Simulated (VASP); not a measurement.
Crystal: Nb2Br.

```
Nb Br
1.0
     4.50157    0.00000    0.00000
     0.00000    4.50157    0.00000
     0.00000    0.00000    2.95683
Nb Br
2 1
Direct
  0.50000 0.00000 0.50000
  0.00000 0.50000 0.50000
  0.00000 0.00000 0.00000
```

```yaml
Program: VASP 6.6.1
Task: relaxation of cell and atoms
Functional: PBE
Potentials_or_basis: VASP PAW PBE potentials, release 64 (Nb_sv, Br)
Cutoff: 600 eV
k_mesh: 10 × 10 × 16
Occupations: gaussian, width 0.1 eV
Spin: no spin polarisation
```

At the start: pressure 0.1 GPa; volume 19.97 Å³/atom.

Q: Where does the relaxation end?

A: Over 5 steps the energy falls by 2.2 meV/atom and the volume is 19.93 Å³/atom (-0.2 %); space group P4/mmm (No. 123, to 0.05 Å).

The path:
| step | energy change (eV) | largest force (eV/Å) | pressure (GPa) | volume (Å³) |
| --- | --- | --- | --- | --- |
| 1 | 0.0000 | 0.0000 | 0.13 | 59.92 |
| 2 | -0.0061 | 0.0000 | -0.49 | 60.05 |
| 3 | -0.0061 | 0.0000 | -0.46 | 60.04 |
| 4 | -0.0062 | 0.0000 | 0.45 | 59.57 |
| 5 | -0.0065 | 0.0000 | 0.00 | 59.80 |

Final structure:
```xyz
3
Lattice="4.4718 0.0000 0.0000 0.0000 4.4718 0.0000 0.0000 0.0000 2.9903" Properties=species:S:1:pos:R:3 pbc="T T T"
Nb    2.2359    0.0000    1.4952
Nb    0.0000    2.2359    1.4952
Br    0.0000    0.0000    0.0000
```

Caveat: an odd number of electrons without spin polarisation forces a metal; a magnetic or distorted state may lie lower.
